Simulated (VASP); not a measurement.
# Ir in VASP: further runs

Ir is run at these levels: PBE; tasks: single point.

Everything below comes from runs of VASP 6.6.1. Logs are shortened: lines on timing, memory, paths and dates and some standing lists are left out, and cuts for length are marked.

## 1. The cell of the first run

The cell holds a wire or tube with vacuum around it, 21 atoms: a = 16.100 Å, b = 14.800 Å, c = 6.514 Å, α = 90.00°, β = 90.00°, γ = 90.00°.

## 2. Single point, PBE

INCAR

```
SYSTEM = Ir
PREC = Accurate
ENCUT = 520
EDIFF = 1E-6
ISMEAR = 0
SIGMA = 0.05
LREAL = Auto
LASPH = .True.
NELM = 100
ALGO = Normal
ISIF = 2
LWAVE = .False.
LCHARG = .False.
GGA = PE
NBANDS = 110
LUSENCCL = .False.
```

KPOINTS

```
regular mesh
0
Gamma
  1 1 8
  0 0 0
```

POSCAR

```
Ir
1.0
   16.1000000000      0.0000000000      0.0000000000
    0.0000000000     14.8000000000      0.0000000000
    0.0000000000      0.0000000000      6.5136413760
Ir
21
Direct
    0.3854070366      0.3282198405     -0.0128464432
    0.3854070366      0.6717801595     -0.0128464432
    0.2883951412      0.5000000000      0.3537692247
    0.6571616089      0.5000000000     -0.0075972071
    0.5714300868      0.3208303402      0.3477648671
    0.5714300868      0.6791696598      0.3477648671
    0.4802545676      0.5000000000      0.6777293157
    0.3483611477      0.5000000000      0.0047677002
    0.5643439360      0.5000000000      0.3169013164
    0.4780255204      0.3239784129      0.6643741584
    0.4780255204      0.6760215871      0.6643741584
    0.5376378558      0.3805482157      0.0014837822
    0.4253719852      0.5939600583      0.3193286688
    0.3378972080      0.4119128803      0.6666145563
    0.7104078631      0.4188648850      0.3383522443
    0.6222956818      0.5906654827      0.6688096578
    0.5376378558      0.6194517843      0.0014837822
    0.4253719852      0.4060399417      0.3193286688
    0.3378972080      0.5880871197      0.6666145563
    0.7104078631      0.5811351150      0.3383522443
    0.6222956818      0.4093345173      0.6688096578
```

Potentials or basis: VASP PAW PBE potentials, release 64 (Ir).

Started as:

```
> cat potpaw_PBE.64/Ir/POTCAR > POTCAR
> mpirun -np 1 vasp_std > vasp.out
```

OUTCAR:

```text
SYSTEM = Ir
   PREC = Accurate
   ENCUT = 520
   EDIFF = 1E-6
   ISMEAR = 0
   LREAL = Auto
   LASPH = .True.
   NELM = 100
   ISIF = 2
   GGA = PE

 ion  position               nearest neighbor table
   1  0.385  0.328  0.987-  18 2.53  14 2.55  12 2.57  10 2.58   8 2.61
   2  0.385  0.672  0.987-  13 2.53  19 2.55  17 2.57  11 2.58   8 2.61
   3  0.288  0.500  0.354-   8 2.47  14 2.55  19 2.55  18 2.62  13 2.62
   4  0.657  0.500  0.992-  16 2.56  21 2.56   9 2.59  17 2.61  12 2.61  20 2.69  15 2.69
   5  0.571  0.321  0.348-  12 2.48  10 2.55  21 2.60   9 2.66  15 2.67  18 2.67
   6  0.571  0.679  0.348-  17 2.48  11 2.55  16 2.60   9 2.66  20 2.67  13 2.67
   7  0.480  0.500  0.678-  10 2.61  11 2.61  14 2.64  19 2.64  16 2.65  21 2.65   9 2.71  13 2.86
                            18 2.86  17 2.90  12 2.90   8 3.01
   8  0.348  0.500  0.005-   3 2.47  14 2.57  19 2.57   2 2.61   1 2.61  18 2.77  13 2.77   7 3.01

   9  0.564  0.500  0.317-   4 2.59  13 2.63  18 2.63  15 2.64  20 2.64   5 2.66   6 2.66   7 2.71
                            12 2.74  17 2.74  16 2.82  21 2.82
  10  0.478  0.324  0.664-  12 2.54   5 2.55   1 2.58  14 2.60   7 2.61  21 2.64  18 2.69
  11  0.478  0.676  0.664-  17 2.54   6 2.55   2 2.58  19 2.60   7 2.61  16 2.64  13 2.69
  12  0.538  0.381  0.001-   5 2.48  10 2.54   1 2.57  21 2.60   4 2.61   9 2.74  18 2.77   7 2.90

  13  0.425  0.594  0.319-   2 2.53   3 2.62   9 2.63  19 2.67   6 2.67  11 2.69   8 2.77  17 2.77
                            18 2.78   7 2.86
  14  0.338  0.412  0.667-   1 2.55   3 2.55   8 2.57  10 2.60  19 2.61   7 2.64  18 2.67
  15  0.710  0.419  0.338-  20 2.40  21 2.58   9 2.64   5 2.67   4 2.69
  16  0.622  0.591  0.669-   4 2.56  20 2.58  17 2.60   6 2.60  11 2.64   7 2.65  21 2.68   9 2.82

  17  0.538  0.619  0.001-   6 2.48  11 2.54   2 2.57  16 2.60   4 2.61   9 2.74  13 2.77   7 2.90

  18  0.425  0.406  0.319-   1 2.53   3 2.62   9 2.63  14 2.67   5 2.67  10 2.69   8 2.77  12 2.77
                            13 2.78   7 2.86
  19  0.338  0.588  0.667-   2 2.55   3 2.55   8 2.57  11 2.60  14 2.61   7 2.64  13 2.67
  20  0.710  0.581  0.338-  15 2.40  16 2.58   9 2.64   6 2.67   4 2.69
  21  0.622  0.409  0.669-   4 2.56  15 2.58  12 2.60   5 2.60  10 2.64   7 2.65  16 2.68   9 2.82

  LATTYP: Found a simple orthorhombic cell.
 ALAT       =     6.5136413760
 B/A-ratio  =     2.2721545670
 C/A-ratio  =     2.4717357114

  Lattice vectors:

 A1 = (   0.0000000000,   0.0000000000,  -6.5136413760)
 A2 = (   0.0000000000,  14.8000000000,   0.0000000000)
 A3 = (  16.1000000000,   0.0000000000,   0.0000000000)

Analysis of symmetry for initial positions (statically):
=====================================================================
 Subroutine PRICEL returns:
 Original cell was already a primitive cell.

 Routine SETGRP: Setting up the symmetry group for a
 simple orthorhombic supercell.

 Subroutine GETGRP returns: Found  2 space group operations
 (whereof  2 operations were pure point group operations)
 out of a pool of  8 trial point group operations.

The static configuration has the point symmetry C_1h.

Analysis of symmetry for dynamics (positions and initial velocities):
=====================================================================
 Subroutine PRICEL returns:
 Original cell was already a primitive cell.

 Routine SETGRP: Setting up the symmetry group for a
 simple orthorhombic supercell.

 Subroutine GETGRP returns: Found  2 space group operations
 (whereof  2 operations were pure point group operations)
 out of a pool of  8 trial point group operations.

The dynamic configuration has the point symmetry C_1h.

 Subroutine INISYM returns: Found  2 space group operations
 (whereof  2 operations are pure point group operations),
 and found     1 'primitive' translations

----------------------------------------------------------------------------------------

                                     Primitive cell

  volume of cell :    1552.0705

  direct lattice vectors                    reciprocal lattice vectors
    16.100000000  0.000000000  0.000000000     0.062111801  0.000000000  0.000000000
     0.000000000 14.800000000  0.000000000     0.000000000  0.067567568  0.000000000
     0.000000000  0.000000000  6.513641376     0.000000000  0.000000000  0.153523957

  length of vectors
    16.100000000 14.800000000  6.513641376     0.062111801  0.067567568  0.153523957

  position of ions in fractional coordinates (direct lattice)
     0.385407037  0.328219840  0.987153557
     0.385407037  0.671780160  0.987153557
     0.288395141  0.500000000  0.353769225
     0.657161609  0.500000000  0.992402793
     0.571430087  0.320830340  0.347764867
     0.571430087  0.679169660  0.347764867
[... 13 lines left out ...]
     0.710407863  0.581135115  0.338352244
     0.622295682  0.409334517  0.668809658

  ion indices of the primitive-cell ions
   primitive index   ion index
                 1           1
                 2           2
                 3           3
                 4           4
                 5           5
                 6           6
[... 13 lines left out ...]
                20          20
                21          21

----------------------------------------------------------------------------------------

 KPOINTS: regular mesh

Automatic generation of k-mesh.
 Grid dimensions read from file:
 generate k-points for:    1    1    8

 Generating k-lattice:

  Cartesian coordinates                     Fractional coordinates (reciprocal lattice)
     0.062111801  0.000000000  0.000000000     1.000000000  0.000000000  0.000000000
     0.000000000  0.067567568  0.000000000     0.000000000  1.000000000  0.000000000
     0.000000000  0.000000000  0.019190495     0.000000000  0.000000000  0.125000000

  Length of vectors
     0.062111801  0.067567568  0.019190495

  Shift w.r.t. Gamma in fractional coordinates (k-lattice)
     0.000000000  0.000000000  0.000000000

 Subroutine IBZKPT returns following result:
 ===========================================

 Found      5 irreducible k-points:

 Following reciprocal coordinates:
            Coordinates               Weight
  0.000000  0.000000  0.000000      1.000000
  0.000000  0.000000  0.125000      2.000000
  0.000000  0.000000  0.250000      2.000000
  0.000000  0.000000  0.375000      2.000000
  0.000000  0.000000  0.500000      1.000000
   k-points           NKPTS =      5   k-points in BZ     NKDIM =      5   number of bands    NBANDS=    110
   number of dos      NEDOS =    301   number of ions     NIONS =     21
   total plane-waves  NPLWV = 645120
   dimension x,y,z NGX =   120 NGY =  112 NGZ =   48
   dimension x,y,z NGXF=   240 NGYF=  224 NGZF=   96
   ions per type =              21
   NGX,Y,Z   is equivalent  to a cutoff of  12.39, 12.58, 12.25 a.u.
   NGXF,Y,Z  is equivalent  to a cutoff of  24.78, 25.16, 24.50 a.u.
 SYSTEM =  Ir
   PREC   = accura    normal or accurate (medium, high low for compatibility)
   ISTART =      0    job   : 0-new  1-cont  2-samecut
   ICHARG =      2    charge: 1-file 2-atom 10-const
   ISPIN  =      1    spin polarized calculation?
   LNONCOLLINEAR =      F non collinear calculations
   LSORBIT =      F    spin-orbit coupling
   LASPH  =      T    aspherical Exc in radial PAW
   ENCUT  =  520.0 eV  38.22 Ry    6.18 a.u.  29.94 27.52 12.11*2*pi/ulx,y,z
   NELM   =    100;   NELMIN=  2; NELMDL= -5     # of ELM steps
   EDIFF  = 0.1E-05   stopping-criterion for ELM
   LREAL  =      T    real-space projection
   EDIFFG = 0.1E-04   stopping-criterion for IOM
   NSW    =      0    number of steps for IOM
   IBRION =     -1    ionic relax: 0-MD 1-quasi-New 2-CG
   NFREE  =      0    steps in history (QN), initial steepest desc. (CG)
   ISIF   =      2    stress and relaxation
   ISYM   =      2    0-nonsym 1-usesym 2-fastsym
   POTIM  = 0.5000    time-step for ionic-motion
   TEBEG  =    0.0;   TEEND  =   0.0 temperature during run
   PSTRESS=    0.0 pullay stress
   NELECT =     189.0000    total number of electrons
   NUPDOWN=      -1.0000    fix difference up-down
   EMIN   =  10.00;   EMAX   =-10.00  energy-range for DOS
   EFERMI =   0.00;   METHOD = LEGACY
   ISMEAR =     0;   SIGMA  =   0.05  broadening in eV -4-tet -1-fermi 0-gaus
   EFERMI_NEDOS =   21; number of points for ismear=-14 and -15
   IALGO  =     38    algorithm
   IMIX   =      4    mixing-type and parameters
     AMIX     =   0.40;   BMIX     =  1.00
     AMIX_MAG =   1.60;   BMIX_MAG =  1.00
  volume/ion in A,a.u.               =      73.91       498.76
  Fermi-wavevector in a.u.,A,eV,Ry     =   0.811444  1.533406  8.958628  0.658441
  Thomas-Fermi vector in A             =   1.920804
   LORBIT       =      0    0 simple, 1 ext, 2 COOP (PROOUT), +10 PAW based schemes
   GGA     = PE    functional components
   LHFCALC =     F    Hartree Fock is set to
   AEXX    =    0.0000 exact exchange contribution
   IVDW    =     0    specifies the selected vdW correction
   LEPSILON=     F    determine dielectric tensor
   LRPA    =     F    only Hartree local field effects (RPA)
 non-spin polarized calculation
 Gauss-broadening in eV      SIGMA  =   0.05
  energy-cutoff  :      520.00
  volume of cell :     1552.07
 maximum number of plane-waves:     41838
 NGX is ok and might be reduce to   120
   NGX = 59   NGY = 55   NGZ = 25

 number of electron     189.0000004 magnetization

 Free energy of the ion-electron system (eV)
  ---------------------------------------------------
  ext. energy  EPLUGINS =         0.00000000
  ---------------------------------------------------
  free energy    TOTEN  =      -155.26531454 eV

  energy without entropy =     -155.24466156  energy(sigma->0) =     -155.25498805

 E-fermi :  -2.0213     XC(G=0):  -3.9575

 val. band max:       -2.0266607779   @ k =   0.0000   0.0000   0.5000
 cond. band min:      -1.9662601503   @ k =   0.0000   0.0000   0.2500
 fundamental gap:      0.0604006275
 Fermi energy:        -2.0213325276

 k-point     1 :       0.0000    0.0000    0.0000
  band No.  band energies     occupation
      1     -11.1847      2.00000
      2      -9.6650      2.00000
      3      -9.4046      2.00000
      4      -8.9154      2.00000
      5      -8.8052      2.00000
      6      -8.8019      2.00000
[... 534 lines left out ...]
    105      -1.5206      0.00000
    106      -1.2623      0.00000
 [bands above 106 left out]

------------------------ aborting loop because EDIFF is reached ----------------------------------------

  FORCE on cell =-STRESS in cart. coord.  units (eV):
  Direction    XX          YY          ZZ          XY          YZ          ZX
  --------------------------------------------------------------------------------------
  -------------------------------------------------------------------------------------
  Total        0.9456064      0.9358026      1.2968727      0.0000000      0.0000000      0.0520816
  in kB        0.9761342      0.9660139      1.3387408      0.0000000      0.0000000      0.0537630
  external PRESSURE =       1.0936297 kB  Pullay stress =       0.0000000 kB

 VOLUME and BASIS-vectors are now :
 -----------------------------------------------------------------------------
  energy-cutoff  :      520.00
  volume of cell :     1552.07
      direct lattice vectors                 reciprocal lattice vectors
    16.100000000  0.000000000  0.000000000     0.062111801  0.000000000  0.000000000
     0.000000000 14.800000000  0.000000000     0.000000000  0.067567568  0.000000000
     0.000000000  0.000000000  6.513641376     0.000000000  0.000000000  0.153523957

 POSITION                                       TOTAL-FORCE (eV/Angst)
 -----------------------------------------------------------------------------------
      6.20505      4.85765      6.42996        -0.015274     -0.028598      0.026728
      6.20505      9.94235      6.42996        -0.015274      0.028598      0.026728
      4.64316      7.40000      2.30433        -0.050017     -0.000000     -0.017626
     10.58030      7.40000      6.46416         0.035091     -0.000000      0.000135
      9.20002      4.74829      2.26522         0.018579     -0.059928     -0.019302
      9.20002     10.05171      2.26522         0.018579      0.059928     -0.019302
[... 13 lines left out ...]
     11.43757      8.60080      2.20391         0.049558      0.057216     -0.001547
     10.01896      6.05815      4.35639         0.040658     -0.024816      0.014644
 -----------------------------------------------------------------------------------
    total drift:                               -0.004215     -0.000000     -0.003847

  FREE ENERGIE OF THE ION-ELECTRON SYSTEM (eV)
  ---------------------------------------------------
  free  energy   TOTEN  =      -155.2653145399 eV

  energy  without entropy=     -155.2446615616  energy(sigma->0) =     -155.25498805
```

Wall time 2.5 min (1 × NVIDIA H100 80GB with 1 thread of AMD EPYC 7R13 (Zen 3), shared host); peak memory 2.1 GiB.

What came out:

* Free energy: -155.2653 eV
* Largest force: 0.076 eV/Å
* Band gap on the k mesh: zero (an odd number of electrons rules out a gap without spin polarisation)

Forces in eV/Å, atoms in the order of the input:
```
Ir  -0.015 -0.029  0.027
Ir  -0.015  0.029  0.027
Ir  -0.050  0.000 -0.018
Ir   0.035  0.000  0.000
Ir   0.019 -0.060 -0.019
Ir   0.019  0.060 -0.019
Ir   0.000  0.000 -0.003
Ir  -0.004  0.000 -0.007
Ir  -0.048  0.000  0.013
Ir   0.001 -0.047 -0.008
Ir   0.001  0.047 -0.008
Ir   0.004 -0.012 -0.001
Ir  -0.015  0.022  0.012
Ir  -0.050 -0.029 -0.015
Ir   0.050 -0.057 -0.002
Ir   0.041  0.025  0.015
Ir   0.004  0.012 -0.001
Ir  -0.015 -0.022  0.012
Ir  -0.050  0.029 -0.015
Ir   0.050  0.057 -0.002
Ir   0.041 -0.025  0.015
```

Caveat: spin-orbit coupling is left out, which moves the levels of the heavy elements.

## 3. Single point, PBE

This run uses another cell than the first one.

INCAR

```
SYSTEM = Ir
PREC = Accurate ; ENCUT = 520
EDIFF = 1E-6 ; ISMEAR = 0
SIGMA = 0.05 ; LREAL = Auto
LASPH = .True. ; NELM = 100
ALGO = Normal ; ISIF = 2
LWAVE = .False. ; LCHARG = .False.
GGA = PE ; NBANDS = 110
LUSENCCL = .False.
```

KPOINTS

```
Automatic mesh
0
Gamma
  1 1 8
  0 0 0
```

POSCAR

```
Ir
1.0
   16.1000000000      0.0000000000      0.0000000000
    0.0000000000     14.8000000000      0.0000000000
    0.0000000000      0.0000000000      6.7041814719
Ir
21
Direct
    0.3773143845      0.3150695524      0.0000000000
    0.3773143845      0.6849304476      0.0000000000
    0.2791658922      0.5000000000      0.3333333333
    0.6717598616      0.5000000000      0.0000000000
    0.5736113693      0.3150695524      0.3333333333
    0.5736113693      0.6849304476      0.3333333333
    0.4754628769      0.5000000000      0.6666666667
    0.3773143845      0.5000000000      0.0000000000
    0.5736113693      0.5000000000      0.3333333333
    0.4754628769      0.3150695524      0.6666666667
    0.4754628769      0.6849304476      0.6666666667
    0.5245371231      0.4075347762      0.0000000000
    0.4263886307      0.5924652238      0.3333333333
    0.3282401384      0.4075347762      0.6666666667
    0.7208341078      0.4075347762      0.3333333333
    0.6226856155      0.5924652238      0.6666666667
    0.5245371231      0.5924652238      0.0000000000
    0.4263886307      0.4075347762      0.3333333333
    0.3282401384      0.5924652238      0.6666666667
    0.7208341078      0.5924652238      0.3333333333
    0.6226856155      0.4075347762      0.6666666667
```

Potentials or basis: VASP PAW PBE potentials, release 64 (Ir).

Started as:

```
> cat potpaw_PBE.64/Ir/POTCAR > POTCAR
> mpirun -np 1 vasp_std > vasp.out
```

Run time: 2.9 min. Hardware: 1 × NVIDIA H100 80GB with 1 thread of AMD EPYC 7R13 (Zen 3), shared host; peak memory 2.1 GiB.

It converged, with:

| Item | Value |
| --- | --- |
| Free energy | -151.2170 eV |
| Largest force | 3.129 eV/Å |
| Band gap on the k mesh | zero (an odd number of electrons rules out a gap without spin polarisation) |

Forces in eV/Å, atoms in the order of the input:
```
Ir   1.469  2.434 -1.306
Ir   1.469 -2.434 -1.306
Ir   2.709  0.000  1.270
Ir  -1.691  0.000 -0.307
Ir  -0.415  2.276  1.027
Ir  -0.415 -2.276  1.027
Ir  -0.392  0.000  0.355
Ir  -0.389  0.000  0.380
Ir   0.966  0.000 -0.330
Ir   0.043  1.835 -0.075
Ir   0.043 -1.835 -0.075
Ir   0.004 -0.686 -0.057
Ir  -0.473  0.282 -0.218
Ir   1.382  0.760  0.053
Ir  -2.214  1.267  0.100
Ir  -0.397 -0.623 -0.209
Ir   0.004  0.686 -0.057
Ir  -0.473 -0.282 -0.218
Ir   1.382 -0.760  0.053
Ir  -2.214 -1.267  0.100
Ir  -0.397  0.623 -0.209
```

Levels at points of the mesh, in eV from the Fermi level:
```
           k point  band 91  band 92  band 93  band 94  band 95  band 96  band 97  band 98  band 99  band 100
(0.00, 0.00, 0.00)    -0.14    -0.12    -0.08    -0.02     0.03     0.05     0.09     0.12     0.15      0.16
(0.00, 0.00, 0.50)    -0.09    -0.06    -0.03    -0.02    -0.02     0.02     0.07     0.08     0.12      0.16
```

Caveat: spin-orbit coupling is left out, which moves the levels of the heavy elements.

The gap in the log of VASP goes by the Fermi energy; the results here count the filled bands.